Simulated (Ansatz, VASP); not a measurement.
## Two plane-wave programs on MnBr3

```
Mn Br
1.0
     5.26864    0.00000    0.00000
     0.00000    5.26864    0.00000
     0.00000    0.00000    5.26864
Mn Br
1 3
Cartesian
  0.0000 0.0000 0.0000
  2.6343 0.0000 0.0000
  0.0000 0.0000 2.6343
  0.0000 2.6343 0.0000
```

Alike in both runs: task single point; functional PBE; k mesh 4 × 4 × 4; occupations gaussian, width 0.05 eV; collinear spin; Hubbard terms Mn d U = 3.9 eV.

|  | VASP | Ansatz |
| --- | --- | --- |
| version | VASP 6.6.1 | Ansatz 0.2.0 |
| potentials or method | VASP PAW PBE potentials, release 64 (Mn_pv, Br), cutoff 520 eV | scalar-relativistic, plane waves, PAW |
| valence electrons in the cell | 34 | 36 |

|  | VASP | Ansatz | Ansatz less VASP |
| --- | --- | --- | --- |
| gap on the k mesh at the Fermi level (eV) | none | none | - |
| pressure (GPa) | -0.3 | 0.0 | +0.30 |
| net moment per atom (μB) | 1.09 | 1.09 | 0.000 |
| size of the moment on the site where the two differ most (μB) | 4.46 | 4.42 | -0.045 |

Site moments also hang on the region over which each program counts them. The programs project onto different local orbitals, so the same U acts differently, and such runs can settle in different states. A gap of «none» marks a metal or a gap that the smearing closes. VASP's potentials hold 34 valence electrons a cell and Ansatz's 36, so a difference there can come from the potentials and not from the codes. Ansatz's warnings: filled band counts differ across k points.
